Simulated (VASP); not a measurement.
Input of a VASP 6.6.1 run:

File INCAR:

```
  PREC = Accurate
  ENCUT = 600
  EDIFF = 1E-7
  ISMEAR = 0
  SIGMA = 0.1
  LREAL = False
  LASPH = True
  NELM = 80
  ALGO = Normal
  ISIF = 3
  LWAVE = False
  LCHARG = False
  GGA = PE
  IBRION = 2
  NSW = 90
  EDIFFG = -0.04
```

KPOINTS

```
Automatic mesh
0
Gamma
  3 3 4
```

The input POSCAR:

```
SrSi3
1.0
    6.0864721120      0.0000000000      0.0000000000
   -3.0432360560      5.2710394684      0.0000000000
    0.0000000000      0.0000000000      4.8853329658
Sr Si
2 6
Direct
    0.3333333333      0.6666666667      0.2500000000
    0.6666666667      0.3333333333      0.7500000000
    0.8330000000      0.6660000000      0.2500000000
    0.1670000000      0.8330000000      0.7500000000
    0.3340000000      0.1670000000      0.2500000000
    0.1670000000      0.3340000000      0.7500000000
    0.8330000000      0.1670000000      0.2500000000
    0.6660000000      0.8330000000      0.7500000000
```

Potentials or basis: VASP PAW PBE potentials, release 64 (Sr_sv, Si).

Run with:

```sh
$ cat potpaw_PBE.64/Sr_sv/POTCAR potpaw_PBE.64/Si/POTCAR > POTCAR
$ mpirun -np 1 vasp_std > vasp.out
```

Q: Estimate the relaxed cell.

A: a = 6.678 Å, b = 6.678 Å, c = 4.426 Å, α = 90.00°, β = 90.00°, γ = 120.00°.

Q: What does it give for the band gap on the k mesh?

A: Zero (band 22 reaches 7.18 eV, above the bottom of band 23 at 5.06 eV).

The path:
| step | energy change (eV) | largest force (eV/Å) | pressure (GPa) | volume (Å³) |
| --- | --- | --- | --- | --- |
| 1 | 0.0000 | 1.6032 | 1.97 | 156.73 |
| 2 | -0.7461 | 1.5684 | -0.93 | 162.26 |
| 3 | -2.2220 | 0.9440 | -3.96 | 179.58 |
| 4 | 8.7365 | 16.0138 | 19.42 | 217.65 |
| 5 | -2.3723 | 0.6881 | -3.44 | 180.81 |
| 6 | -2.4081 | 0.5724 | -3.26 | 182.49 |
| 7 | -2.6611 | 1.0220 | 2.95 | 171.24 |
| 8 | -2.7429 | 0.4122 | 0.56 | 174.70 |
| 9 | -3.0845 | 0.6491 | -0.74 | 174.42 |
| 10 | -2.9688 | 0.5828 | 2.07 | 170.06 |
| 11 | -3.6205 | 0.1942 | -1.17 | 173.43 |
| 12 | -3.5965 | 0.3372 | 0.00 | 171.90 |
| 13 | -3.6983 | 0.0647 | -0.82 | 172.82 |
| 14 | -3.6982 | 0.0925 | -0.76 | 172.74 |
| 15 | -3.6929 | 0.2073 | 1.01 | 168.48 |
| 16 | -3.7038 | 0.0281 | -0.05 | 170.94 |

Caveat: the k points lie up to 0.36 Å⁻¹ apart in the final cell.
